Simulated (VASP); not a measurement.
FeRu, 2 atoms in the cell. Symmetry: P-6m2, No. 187, hexagonal system. Conventional cell: a = 2.643 Å, b = 2.643 Å, c = 4.070 Å, α = 90.00°, β = 90.00°, γ = 120.00°. Within 3.4 Å of Fe (site symmetry -6m2) lie 6 Ru at 2.54 Å and 6 Fe at 2.64 Å. Within 3.4 Å of Ru (site symmetry -6m2) lie 6 Fe at 2.54 Å and 6 Ru at 2.64 Å. 

```yaml
Program: VASP 6.6.1
Task: density of states
Functional: LDA
Potentials_or_basis: VASP PAW LDA potentials, release 64 (Fe, Ru_pv)
Cutoff: 520 eV
k_mesh: 12 × 12 × 7
Occupations: fermi-dirac, width 0.05 eV
Spin: collinear spin, ferromagnetic start
Starting_moments: "[3.0, 1.5] μB"
Dipole_correction: no
k_mesh_for_the_DOS: 18 × 18 × 11
Occupations_for_the_DOS: tetrahedron
Further_INCAR_settings: ALGO = Normal; EDIFF = 1e-07
```

Potentials or basis: VASP PAW LDA potentials, release 64 (Fe, Ru_pv).

Command:

```console
$ cat potpaw_LDA.64/Fe/POTCAR potpaw_LDA.64/Ru_pv/POTCAR > POTCAR
$ cp INCAR.step1 INCAR
$ cp KPOINTS.step1 KPOINTS
$ mpirun -np 1 vasp_std > vasp.out
$ cp INCAR.step2 INCAR
$ cp KPOINTS.step2 KPOINTS
$ mpirun -np 1 vasp_std > vasp.out
```

Hardware: 1 thread of Intel(R) Xeon(R) Platinum 8488C (Sapphire Rapids), on a shared host.

Q: How long does it take, and how much memory?

A: Wall time 2.1 min on 1 thread of Intel(R) Xeon(R) Platinum 8488C (Sapphire Rapids), on a shared host, peak memory 0.27 GiB. Counts: k points 222.
